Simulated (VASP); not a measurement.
Set up this calculation in VASP 6.6.1, as the native input.

| Item | Value |
| --- | --- |
| Task | relaxation of cell and atoms |
| Functional | LDA |
| Potentials or basis | VASP PAW LDA potentials, release 64 (C) |
| Cutoff | 600 eV |
| k mesh | 12 × 12 × 12 |
| Occupations | gaussian, width 0.01 eV |
| Spin | no spin polarisation |
| Dipole correction | no |
| Further INCAR settings | ALGO = Normal; EDIFF = 1e-06; IBRION = 2; EDIFFG = -0.001; NSW = 80; ISIF = 3 |

The structure of C lies in POSCAR:

```
C
1.0
    1.2225127627      0.7058180726      3.3059988154
   -1.2225127627      0.7058180726      3.3059988154
    0.0000000000     -1.4116361452      3.3059988154
C
2
Direct
    0.8334288271      0.8334288271      0.8334288271
    0.1665711729      0.1665711729      0.1665711729
```

The input as run:

INCAR

```
PREC = Accurate ; ENCUT = 600
EDIFF = 1E-6 ; ISMEAR = 0
SIGMA = 0.01 ; LREAL = F
LASPH = T ; NELM = 60
ALGO = Normal ; ISIF = 3
LWAVE = F ; LCHARG = F
GGA = CA ; IBRION = 2
NSW = 80 ; EDIFFG = -0.001
```

KPOINTS

```
Automatic mesh
0
Gamma
  12 12 12
```

Potentials or basis: VASP PAW LDA potentials, release 64 (C).

Command:

```console
$ cat potpaw_LDA.64/C/POTCAR > POTCAR
$ mpirun -np 1 vasp_std > vasp.out
```

Results of the run:

* Relaxed volume: 8.47 Å³/atom
* Relaxed cell: a = 3.561 Å, b = 3.561 Å, c = 3.561 Å, α = 40.18°, β = 40.18°, γ = 40.18°
* Space group after relaxing (to 0.05 Å): R-3m (No. 166)
* Energy gained by relaxing: 0.1 meV/atom
* Ionic steps: 15
* Pressure after relaxing: 0.0 GPa
* Band gap on the k mesh: 0.77 eV, direct

It took 2.6 min on 1 thread of AMD EPYC 7R13 Processor (Zen 3) (shared host), peak memory 0.12 GiB.
